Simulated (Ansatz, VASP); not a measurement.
C: VASP beside Ansatz

```
CELL_PARAMETERS angstrom
4.45285 0.00000 0.00000
0.00000 4.45285 0.00000
0.00000 0.00000 4.45285
ATOMIC_POSITIONS crystal
C 0.88283 0.38293 0.74997
C 0.61707 0.25003 0.88283
C 0.74997 0.11717 0.61707
C 0.38293 0.74997 0.88283
C 0.38293 0.25003 0.11717
C 0.11717 0.61707 0.74997
C 0.74997 0.88283 0.38293
C 0.11717 0.38293 0.25003
C 0.25003 0.88283 0.61707
C 0.61707 0.74997 0.11717
C 0.25003 0.11717 0.38293
C 0.88283 0.61707 0.25003
```

Alike in both runs: functional PBE; k mesh 4 × 4 × 4; occupations gaussian, width 0.1 eV; no spin polarisation.

Ansatz relaxed the structure, and its values are those at the end. VASP's run is a single point on that final structure, the one shown.

|  | VASP | Ansatz |
| --- | --- | --- |
| version | VASP 6.6.1 | Ansatz 0.2.0 |
| potentials or method | VASP PAW PBE potentials, release 64 (C), cutoff 520 eV | scalar-relativistic, plane waves, PAW |
| valence electrons in the cell | 48 | 48 |

```csv
,VASP,Ansatz,Ansatz less VASP
gap on the k mesh at the Fermi level (eV),none,none,-
pressure (GPa),0.1,-0.4,-0.44
rms of the force components (eV/Å),0.046,0.003,-0.0426
```

A gap of «none» marks a metal or a gap that the smearing closes.
